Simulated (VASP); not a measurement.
Au: single point with PBE

Au:

```
Au
1.0
     2.83949    0.00000    0.00000
    -1.41974    2.45907    0.00000
     0.00000    0.00000    2.77628
Au
1
Direct
  0.00000 0.00000 0.00000
```

| Quantity | Value |
| --- | --- |
| Program | VASP 6.6.1 |
| Task | single point |
| Functional | PBE |
| Potentials or basis | VASP PAW PBE potentials, release 64 (Au) |
| Cutoff | 520 eV |
| k mesh | 9 × 9 × 6 |
| Occupations | gaussian, width 0.1 eV |
| Spin | no spin polarisation |
| Dipole correction | no |
| Further INCAR settings | ALGO = Fast; EDIFF = 1e-07; NBANDS = 12 |

```json
{
 "Pressure": "-0.2 GPa"
}
```

Levels at points of the mesh, in eV from the Fermi level:
```tsv
k point	band 1	band 2	band 3	band 4	band 5	band 6	band 7	band 8	band 9	band 10
(0.00, 0.00, 0.00)	-8.38	-5.80	-3.95	-3.95	-1.55	-1.55	12.84	15.39	18.82	18.82
(0.00, 0.00, 0.50)	-6.44	-3.69	-3.69	-2.77	-2.77	-0.96	1.61	17.84	20.18	20.86
```

It took 6.4 s on 1 thread of Intel(R) Xeon(R) 6975P-C (Granite Rapids) (shared host), peak memory 0.14 GiB.

Caveat: the k points lie up to 0.38 Å⁻¹ apart; spin-orbit coupling is left out, which moves the levels of the heavy elements.
